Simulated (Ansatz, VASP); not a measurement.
AlN: VASP beside Ansatz

```
Al N
1.0
     3.39818    0.00000    0.00000
    -1.69909    2.94291    0.00000
     0.00000    0.00000    4.29638
Al N
2 2
Direct
  0.33333 0.66667 0.75000
  0.66667 0.33333 0.25000
  0.33333 0.66667 0.25000
  0.66667 0.33333 0.75000
```

Alike in both runs: task single point; functional r2SCAN; k mesh 12 × 12 × 6; no spin polarisation.

```csv
,VASP,Ansatz
version,VASP 6.6.1,Ansatz 0.2.0
potentials or method,"VASP PAW PBE potentials, release 64 (Al, N), cutoff 520 eV","plane waves, PAW"
occupations,"gaussian, width 0.01 eV",fixed
valence electrons in the cell,16,16
```

```csv
,VASP,Ansatz,Ansatz less VASP
pressure (GPa),-19.2,-18.7,+0.48
"traceless stress, the component that is largest in VASP (GPa)",1.67,1.83,+0.167
```

VASP's potentials were made for PBE, not for r2SCAN. Ansatz's warnings: stress scf threshold loose.
